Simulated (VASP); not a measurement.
# SnGeTe3 (Pm-3m) in VASP: notebook

SnGeTe3 is run at these levels: PBE; tasks: single point, relaxation of cell and atoms.

All numbers are computed with VASP 6.6.1; they aren't measurements. Logs are shortened: lines on timing, memory, paths and dates and some standing lists are left out, and cuts for length are marked.

**1. The cell of the first run**

Symmetry: Pm-3m, No. 221, cubic system. Conventional cell: a = 5.276 Å, b = 5.276 Å, c = 5.276 Å, α = 90.00°, β = 90.00°, γ = 90.00°. Sn (site symmetry m-3m) has 12 Te at 3.73 Å and 8 Ge at 4.57 Å within 4.9 Å. Ge (site symmetry m-3m) has 6 Te at 2.64 Å within 3.5 Å. Te (site symmetry 4/mmm) has 2 Ge at 2.64 Å within 3.5 Å.

**2. Single point, PBE**

The input, INCAR:

```
PREC = Accurate ; ENCUT = 500
EDIFF = 1E-6 ; ISMEAR = 0
SIGMA = 0.1 ; LREAL = F
LASPH = T ; NELM = 120
ALGO = Normal ; ISIF = 2
LWAVE = F ; LCHARG = T
GGA = PE ; LELF = T
LVHAR = T ; NBANDS = 31
GGA_COMPAT = F
```

The input, KPOINTS:

```
Automatic mesh
0
Gamma
  4 4 4
```

The input, POSCAR:

```
SnGeTe3
1.0
    5.2756068900      0.0000000000      0.0000000000
    0.0000000000      5.2756068900      0.0000000000
    0.0000000000      0.0000000000      5.2756068900
Sn Ge Te
1 1 3
Direct
    0.0000000000      0.0000000000      0.0000000000
    0.5000000000      0.5000000000      0.5000000000
    0.0000000000      0.5000000000      0.5000000000
    0.5000000000      0.0000000000      0.5000000000
    0.5000000000      0.5000000000      0.0000000000
```

Potentials or basis: VASP PAW PBE potentials, release 64 (Sn_d, Ge_d, Te).

Started as:

```bash
$ cat potpaw_PBE.64/Sn_d/POTCAR potpaw_PBE.64/Ge_d/POTCAR potpaw_PBE.64/Te/POTCAR > POTCAR
$ mpirun -np 1 vasp_std > vasp.out
```

OUTCAR:

```text
PREC = Accurate
   ENCUT = 500
   EDIFF = 1E-6
   ISMEAR = 0
   LREAL = F
   LASPH = T
   NELM = 120
   ISIF = 2
   GGA = PE

 ion  position               nearest neighbor table
   1  0.000  0.000  0.000-
   2  0.500  0.500  0.500-   3 2.64   4 2.64   5 2.64   5 2.64   4 2.64   3 2.64
   3  0.000  0.500  0.500-   2 2.64   2 2.64
   4  0.500  0.000  0.500-   2 2.64   2 2.64
   5  0.500  0.500  0.000-   2 2.64   2 2.64

  LATTYP: Found a simple cubic cell.
 ALAT       =     5.2756068900

  Lattice vectors:

 A1 = (   5.2756068900,   0.0000000000,   0.0000000000)
 A2 = (   0.0000000000,   5.2756068900,   0.0000000000)
 A3 = (   0.0000000000,   0.0000000000,   5.2756068900)

Analysis of symmetry for initial positions (statically):
=====================================================================
 Subroutine PRICEL returns:
 Original cell was already a primitive cell.

 Routine SETGRP: Setting up the symmetry group for a
 simple cubic supercell.

 Subroutine GETGRP returns: Found 48 space group operations
 (whereof 48 operations were pure point group operations)
 out of a pool of 48 trial point group operations.

The static configuration has the point symmetry O_h .

Analysis of symmetry for dynamics (positions and initial velocities):
=====================================================================
 Subroutine PRICEL returns:
 Original cell was already a primitive cell.

 Routine SETGRP: Setting up the symmetry group for a
 simple cubic supercell.

 Subroutine GETGRP returns: Found 48 space group operations
 (whereof 48 operations were pure point group operations)
 out of a pool of 48 trial point group operations.

The dynamic configuration has the point symmetry O_h .

 Subroutine INISYM returns: Found 48 space group operations
 (whereof 48 operations are pure point group operations),
 and found     1 'primitive' translations

----------------------------------------------------------------------------------------

                                     Primitive cell

  volume of cell :     146.8308

  direct lattice vectors                    reciprocal lattice vectors
     5.275606890  0.000000000  0.000000000     0.189551652  0.000000000  0.000000000
     0.000000000  5.275606890  0.000000000     0.000000000  0.189551652  0.000000000
     0.000000000  0.000000000  5.275606890     0.000000000  0.000000000  0.189551652

  length of vectors
     5.275606890  5.275606890  5.275606890     0.189551652  0.189551652  0.189551652

  position of ions in fractional coordinates (direct lattice)
     0.000000000  0.000000000  0.000000000
     0.500000000  0.500000000  0.500000000
     0.000000000  0.500000000  0.500000000
     0.500000000  0.000000000  0.500000000
     0.500000000  0.500000000  0.000000000

  ion indices of the primitive-cell ions
   primitive index   ion index
                 1           1
                 2           2
                 3           3
                 4           4
                 5           5

----------------------------------------------------------------------------------------

 KPOINTS: Automatic mesh

Automatic generation of k-mesh.
 Grid dimensions read from file:
 generate k-points for:    4    4    4

 Generating k-lattice:

  Cartesian coordinates                     Fractional coordinates (reciprocal lattice)
     0.047387913  0.000000000  0.000000000     0.250000000  0.000000000  0.000000000
     0.000000000  0.047387913  0.000000000     0.000000000  0.250000000  0.000000000
     0.000000000  0.000000000  0.047387913     0.000000000  0.000000000  0.250000000

  Length of vectors
     0.047387913  0.047387913  0.047387913

  Shift w.r.t. Gamma in fractional coordinates (k-lattice)
     0.000000000  0.000000000  0.000000000

 Subroutine IBZKPT returns following result:
 ===========================================

 Found     10 irreducible k-points:

 Following reciprocal coordinates:
            Coordinates               Weight
  0.000000  0.000000  0.000000      1.000000
  0.250000  0.000000  0.000000      6.000000
[... 42 lines left out ...]
  free energy    TOTEN  =       -15.90239222 eV

  energy without entropy =      -15.88492833  energy(sigma->0) =      -15.89366027

 E-fermi :   6.2549     XC(G=0):  -9.6380

 val. band max:        6.2298327656   @ k =   0.5000   0.2500   0.2500
 cond. band min:       6.4026185935   @ k =   0.5000   0.2500   0.2500
 fundamental gap:      0.1727858279
 Fermi energy:         6.2549076331

 k-point     1 :       0.0000    0.0000    0.0000
  band No.  band energies     occupation
      1     -18.9614      2.00000
      2     -18.9614      2.00000
      3     -18.9186      2.00000
      4     -18.9186      2.00000
      5     -18.9186      2.00000
      6     -15.7509      2.00000
[... 23 lines left out ...]
     30      10.1638      0.00000
     31      10.4051      0.00000

 k-point     2 :       0.2500    0.0000    0.0000
  band No.  band energies     occupation
      1     -18.9616      2.00000
      2     -18.9614      2.00000
      3     -18.9188      2.00000
      4     -18.9188      2.00000
      5     -18.9186      2.00000
      6     -15.7509      2.00000
[... 23 lines left out ...]
     30      11.6384      0.00000
     31      11.6493      0.00000

 k-point     3 :       0.5000    0.0000    0.0000
  band No.  band energies     occupation
      1     -18.9618      2.00000
      2     -18.9614      2.00000
      3     -18.9191      2.00000
      4     -18.9191      2.00000
      5     -18.9186      2.00000
      6     -15.7508      2.00000
[... 23 lines left out ...]
     30      12.3988      0.00000
     31      13.4442      0.00000

 k-point     4 :       0.2500    0.2500    0.0000
  band No.  band energies     occupation
      1     -18.9617      2.00000
      2     -18.9615      2.00000
      3     -18.9191      2.00000
      4     -18.9188      2.00000
      5     -18.9188      2.00000
      6     -15.7506      2.00000
[... 159 lines left out ...]
     30      11.8390      0.00000
     31      12.7397      0.00000

 k-point     9 :       0.5000    0.5000    0.2500
  band No.  band energies     occupation
      1     -18.9619      2.00000
      2     -18.9618      2.00000
      3     -18.9196      2.00000
      4     -18.9194      2.00000
      5     -18.9194      2.00000
      6     -15.7506      2.00000
[... 23 lines left out ...]
     30      11.6539      0.00000
     31      13.4344      0.00000

 k-point    10 :       0.5000    0.5000    0.5000
  band No.  band energies     occupation
      1     -18.9619      2.00000
      2     -18.9619      2.00000
      3     -18.9196      2.00000
      4     -18.9196      2.00000
      5     -18.9196      2.00000
      6     -15.7506      2.00000
[... 23 lines left out ...]
     30       9.1662      0.00000
     31      12.7379      0.00000

------------------------ aborting loop because EDIFF is reached ----------------------------------------

  FORCE on cell =-STRESS in cart. coord.  units (eV):
  Direction    XX          YY          ZZ          XY          YZ          ZX
  --------------------------------------------------------------------------------------
  -------------------------------------------------------------------------------------
  Total        4.6669492      4.6669492      4.6669492     -0.0000000     -0.0000000     -0.0000000
  in kB       50.9244536     50.9244536     50.9244536     -0.0000000     -0.0000000     -0.0000000
  external PRESSURE =      50.9244536 kB  Pullay stress =       0.0000000 kB

 VOLUME and BASIS-vectors are now :
 -----------------------------------------------------------------------------
  energy-cutoff  :      500.00
  volume of cell :      146.83
      direct lattice vectors                 reciprocal lattice vectors
     5.275606890  0.000000000  0.000000000     0.189551652  0.000000000  0.000000000
     0.000000000  5.275606890  0.000000000     0.000000000  0.189551652  0.000000000
     0.000000000  0.000000000  5.275606890     0.000000000  0.000000000  0.189551652

 POSITION                                       TOTAL-FORCE (eV/Angst)
 -----------------------------------------------------------------------------------
      0.00000      0.00000      0.00000         0.000000      0.000000      0.000000
      2.63780      2.63780      2.63780         0.000000      0.000000      0.000000
      0.00000      2.63780      2.63780         0.000000      0.000000      0.000000
      2.63780      0.00000      2.63780         0.000000      0.000000      0.000000
      2.63780      2.63780      0.00000         0.000000      0.000000      0.000000
 -----------------------------------------------------------------------------------
    total drift:                               -0.000000      0.000000     -0.000000

  FREE ENERGIE OF THE ION-ELECTRON SYSTEM (eV)
  ---------------------------------------------------
  free  energy   TOTEN  =       -15.9023922165 eV

  energy  without entropy=      -15.8849283334  energy(sigma->0) =      -15.89366027
```

It took 32 s on 1 thread of AMD EPYC 9R45 (Zen 5), shared host; peak memory 0.23 GiB.

Results:

```yaml
Free_energy: -15.9024 eV
Pressure: 5.1 GPa
Band_gap_on_the_k_mesh: zero (band 23 reaches 7.24 eV, above the bottom of band 24 at 5.46 eV)
```

Caveat: spin-orbit coupling is left out, which moves the levels of the heavy elements.

**3. Single point, PBE**

This run uses another cell than the first one, of 32.59 Å³/atom, 1.110 times its volume.

The input, INCAR:

```
  PREC = Accurate
  ENCUT = 500
  EDIFF = 1E-6
  ISMEAR = 0
  SIGMA = 0.1
  LREAL = F
  LASPH = T
  NELM = 120
  ALGO = Normal
  ISIF = 2
  LWAVE = F
  LCHARG = F
  GGA = PE
  NBANDS = 31
  GGA_COMPAT = F
```

The input, KPOINTS:

```
regular mesh
0
Gamma
  4 4 4
```

POSCAR: that of step 2 with these lines changed.

```diff
@@ -2,5 +2,5 @@
 1.0
-    5.2756068900      0.0000000000      0.0000000000
-    0.0000000000      5.2756068900      0.0000000000
-    0.0000000000      0.0000000000      5.2756068900
+    5.4619638353      0.0000000000      0.0000000000
+    0.0000000000      5.4619638353      0.0000000000
+    0.0000000000      0.0000000000      5.4619638353
 Sn Ge Te
```

Potentials or basis: VASP PAW PBE potentials, release 64 (Sn_d, Ge_d, Te).

Started as:

```bash
$ cat potpaw_PBE.64/Sn_d/POTCAR potpaw_PBE.64/Ge_d/POTCAR potpaw_PBE.64/Te/POTCAR > POTCAR
$ mpirun -np 1 vasp_std > vasp.out
```

Wall time 30 s (1 thread of AMD EPYC 9R45 (Zen 5), shared host); peak memory 0.23 GiB.

Results (log left out):

| Quantity | Value |
| --- | --- |
| Free energy | -16.1285 eV |
| Pressure | -0.2 GPa |
| Band gap on the k mesh | zero (band 23 reaches 5.93 eV, above the bottom of band 24 at 4.44 eV) |

Levels at points of the mesh, in eV from the Fermi level:
| k point | band 20 | band 21 | band 22 | band 23 | band 24 | band 25 | band 26 | band 27 |
| --- | --- | --- | --- | --- | --- | --- | --- | --- |
| (0.00, 0.00, 0.00) | -1.19 | -1.19 | -0.68 | -0.68 | -0.68 | 2.62 | 2.62 | 2.62 |
| (0.50, 0.00, 0.00) | -1.35 | -1.26 | -0.56 | -0.56 | -0.20 | 1.18 | 1.65 | 1.65 |
| (0.50, 0.50, 0.00) | -1.57 | -1.57 | -0.57 | 0.30 | 0.77 | 0.83 | 0.83 | 1.29 |
| (0.50, 0.50, 0.50) | -0.53 | 0.81 | 0.81 | 0.81 | 1.17 | 1.17 | 1.17 | 2.24 |

Caveat: spin-orbit coupling is left out, which moves the levels of the heavy elements.

**4. Relaxation of cell and atoms, PBE**

The input, INCAR:

```
  ALGO = Normal
  EDIFF = 1E-7
  EDIFFG = -0.04
  ENCUT = 500
  GGA = PE
  GGA_COMPAT = False
  IBRION = 2
  ISIF = 3
  ISMEAR = 0
  LASPH = True
  LCHARG = False
  LREAL = False
  LWAVE = False
  NELM = 120
  NELMIN = 4
  NSW = 90
  PREC = Accurate
  SIGMA = 0.1
```

The input, KPOINTS:

```
k-points
0
Gamma
  4 4 4
```

POSCAR: that of step 3 with these lines changed.

```diff
@@ -2,5 +2,5 @@
 1.0
-    5.4619638353      0.0000000000      0.0000000000
-    0.0000000000      5.4619638353      0.0000000000
-    0.0000000000      0.0000000000      5.4619638353
+    5.2756068900      0.0000000000      0.0000000000
+    0.0000000000      5.2756068900      0.0000000000
+    0.0000000000      0.0000000000      5.2756068900
 Sn Ge Te
```

Started as:

```bash
$ cat potpaw_PBE.64/Sn_d/POTCAR potpaw_PBE.64/Ge_d/POTCAR potpaw_PBE.64/Te/POTCAR > POTCAR
$ mpirun -np 1 vasp_std > vasp.out
```

Run time: 68 s. Hardware: 1 thread of AMD EPYC 9R45 (Zen 5), shared host; peak memory 0.24 GiB.

Results (log left out):

```yaml
Free_energy: -16.1254 eV
Relaxed_volume: 32.44 Å³/atom
Relaxed_cell: a = 5.453 Å, b = 5.453 Å, c = 5.453 Å, α = 90.00°, β = 90.00°, γ = 90.00°
Space_group_after_relaxing_to_0.05_Å: Pm-3m (No. 221)
Energy_gained_by_relaxing: 44.6 meV/atom
Ionic_steps: 3
Pressure_after_relaxing: 0.0 GPa
Band_gap_on_the_k_mesh: zero (band 23 reaches 5.99 eV, above the bottom of band 24 at 4.48 eV)
```

Step by step:
| step | energy change (eV) | largest force (eV/Å) | pressure (GPa) | volume (Å³) |
| --- | --- | --- | --- | --- |
| 1 | 0.0000 | 0.0000 | 5.09 | 146.83 |
| 2 | -0.2024 | 0.0000 | -1.20 | 167.57 |
| 3 | -0.2230 | 0.0000 | 0.02 | 162.18 |

Final structure:
```
Sn Ge Te
1.0
     5.45340    0.00000    0.00000
     0.00000    5.45340    0.00000
     0.00000    0.00000    5.45340
Sn Ge Te
1 1 3
Direct
  0.00000 0.00000 0.00000
  0.50000 0.50000 0.50000
  0.00000 0.50000 0.50000
  0.50000 0.00000 0.50000
  0.50000 0.50000 0.00000
```

Levels at points of the mesh, in eV from the Fermi level:
```tsv
k point	band 19	band 20	band 21	band 22	band 23	band 24	band 25	band 26	band 27
(0.00, 0.00, 0.00)	-1.20	-1.20	-1.20	-0.69	-0.69	-0.69	2.64	2.64	2.64
(0.50, 0.00, 0.00)	-2.07	-1.35	-1.27	-0.56	-0.56	-0.20	1.20	1.66	1.66
(0.50, 0.50, 0.00)	-2.23	-1.58	-1.58	-0.57	0.29	0.78	0.83	0.83	1.30
(0.50, 0.50, 0.50)	-0.53	-0.53	0.82	0.82	0.82	1.17	1.17	1.17	2.26
```

Caveat: spin-orbit coupling is left out, which moves the levels of the heavy elements.

**5. Single point, PBE**

This run uses another cell than the first one, of 32.22 Å³/atom, 1.097 times its volume.

The input, INCAR:

```
SYSTEM = SnGeTe3
PREC = Accurate
ENCUT = 500
EDIFF = 1E-6
ISMEAR = 0
SIGMA = 0.1
LREAL = .FALSE.
LASPH = .TRUE.
NELM = 120
ALGO = Normal
ISIF = 2
LWAVE = .FALSE.
LCHARG = .FALSE.
GGA = PE
NBANDS = 31
GGA_COMPAT = .FALSE.
```

The input, KPOINTS:

```
regular mesh
0
G
  8 8 8
  0 0 0
```

POSCAR: that of step 4 with these lines changed.

```diff
@@ -2,5 +2,5 @@
 1.0
-    5.2756068900      0.0000000000      0.0000000000
-    0.0000000000      5.2756068900      0.0000000000
-    0.0000000000      0.0000000000      5.2756068900
+    5.4412227008      0.0000000000      0.0000000000
+    0.0000000000      5.4412227008      0.0000000000
+    0.0000000000      0.0000000000      5.4412227008
 Sn Ge Te
```

Started as:

```bash
$ cat potpaw_PBE.64/Sn_d/POTCAR potpaw_PBE.64/Ge_d/POTCAR potpaw_PBE.64/Te/POTCAR > POTCAR
$ mpirun -np 1 vasp_std > vasp.out
```

Run time: 86 s. Hardware: 1 thread of AMD EPYC 9R45 (Zen 5), shared host; peak memory 0.31 GiB.

It converged, with:

* Free energy: -16.2997 eV
* Pressure: -0.1 GPa
* Band gap on the k mesh: zero (band 23 reaches 6.00 eV, above the bottom of band 24 at 4.43 eV)

Levels at points of the mesh, in eV from the Fermi level:
| k point | band 21 | band 22 | band 23 | band 24 | band 25 | band 26 |
| --- | --- | --- | --- | --- | --- | --- |
| (0.00, 0.00, 0.00) | -1.16 | -0.70 | -0.70 | -0.70 | 2.71 | 2.71 |
| (0.50, 0.00, 0.00) | -1.29 | -0.55 | -0.55 | -0.12 | 1.30 | 1.72 |
| (0.50, 0.50, 0.00) | -1.58 | -0.49 | 0.35 | 0.77 | 0.97 | 0.97 |
| (0.50, 0.50, 0.50) | 0.82 | 0.82 | 0.82 | 1.36 | 1.36 | 1.36 |

Caveat: spin-orbit coupling is left out, which moves the levels of the heavy elements.

**6. Relaxation of cell and atoms, PBE**

This run uses another cell than the first one, of 32.59 Å³/atom, 1.110 times its volume.

The input, INCAR:

```
PREC = Accurate
ENCUT = 500
EDIFF = 1E-7
ISMEAR = 0
SIGMA = 0.1
LREAL = False
LASPH = True
NELM = 120
ALGO = Normal
ISIF = 3
LWAVE = False
LCHARG = False
GGA = PE
IBRION = 2
NSW = 100
EDIFFG = -0.01
GGA_COMPAT = False
NELMIN = 4
```

The input, KPOINTS:

```
regular mesh
0
Gamma
  8 8 8
```

POSCAR: that of step 5 with these lines changed.

```diff
@@ -2,5 +2,5 @@
 1.0
-    5.4412227008      0.0000000000      0.0000000000
-    0.0000000000      5.4412227008      0.0000000000
-    0.0000000000      0.0000000000      5.4412227008
+    5.4619638353      0.0000000000      0.0000000000
+    0.0000000000      5.4619638353      0.0000000000
+    0.0000000000      0.0000000000      5.4619638353
 Sn Ge Te
```

Potentials or basis: VASP PAW PBE potentials, release 64 (Sn_d, Ge_d, Te).

Started as:

```bash
$ cat potpaw_PBE.64/Sn_d/POTCAR potpaw_PBE.64/Ge_d/POTCAR potpaw_PBE.64/Te/POTCAR > POTCAR
$ mpirun -np 1 vasp_std > vasp.out
```

Wall time 3.1 min (1 thread of AMD EPYC 9R45 (Zen 5), shared host); peak memory 0.31 GiB.

The run converged. Its results:

```yaml
Free_energy: -16.3000 eV
Relaxed_volume: 32.18 Å³/atom
Relaxed_cell: a = 5.439 Å, b = 5.439 Å, c = 5.439 Å, α = 90.00°, β = 90.00°, γ = 90.00°
Space_group_after_relaxing_to_0.05_Å: Pm-3m (No. 221)
Energy_gained_by_relaxing: 0.6 meV/atom
Ionic_steps: 3
Pressure_after_relaxing: 0.0 GPa
Band_gap_on_the_k_mesh: zero (band 23 reaches 6.01 eV, above the bottom of band 24 at 4.44 eV)
```

The path:
| step | energy change (eV) | largest force (eV/Å) | pressure (GPa) | volume (Å³) |
| --- | --- | --- | --- | --- |
| 1 | 0.0000 | 0.0000 | -0.49 | 162.95 |
| 2 | -0.0031 | 0.0000 | 0.07 | 160.63 |
| 3 | -0.0032 | 0.0000 | 0.00 | 160.89 |

Final structure:
```xyz
5
Lattice="5.4389 0.0000 0.0000 0.0000 5.4389 0.0000 0.0000 0.0000 5.4389" Properties=species:S:1:pos:R:3 pbc="T T T"
Sn    0.0000    0.0000    0.0000
Ge    2.7194    2.7194    2.7194
Te    0.0000    2.7194    2.7194
Te    2.7194    0.0000    2.7194
Te    2.7194    2.7194    0.0000
```

Levels at points of the mesh, in eV from the Fermi level:
```tsv
k point	band 19	band 20	band 21	band 22	band 23	band 24	band 25	band 26	band 27
(0.00, 0.00, 0.00)	-1.16	-1.16	-1.16	-0.70	-0.70	-0.70	2.71	2.71	2.71
(0.50, 0.00, 0.00)	-2.08	-1.31	-1.29	-0.55	-0.55	-0.12	1.30	1.72	1.72
(0.50, 0.50, 0.00)	-2.23	-1.59	-1.59	-0.49	0.35	0.78	0.97	0.97	1.45
(0.50, 0.50, 0.50)	-0.46	-0.46	0.82	0.82	0.82	1.36	1.36	1.36	2.43
```

Caveat: spin-orbit coupling is left out, which moves the levels of the heavy elements.

**7. Overview**

```csv
task,cell,k mesh,gap on the mesh (eV),pressure (GPa),relaxed volume (Å³/atom)
single point,"a = 5.276 Å, 5 atoms",4 × 4 × 4,none,5.1,-
single point,"a = 5.462 Å, 5 atoms",4 × 4 × 4,none,-0.2,-
relaxation of cell and atoms,"relaxed from a = 5.276 Å, 5 atoms",4 × 4 × 4,none,0.0,32.44
single point,"a = 5.441 Å, 5 atoms",8 × 8 × 8,none,-0.1,-
relaxation of cell and atoms,"relaxed from a = 5.462 Å, 5 atoms",8 × 8 × 8,none,0.0,32.18
```

Alike in all rows: level PBE; potentials or basis VASP PAW PBE potentials, release 64 (Sn_d, Ge_d, Te); no spin polarisation; cutoff (eV) 500; smearing gaussian 0.1 eV.

Caveats: spin-orbit coupling is left out, which moves the levels of the heavy elements.

Total energies depend on the potentials used, so only differences within one code and one set of settings carry meaning.
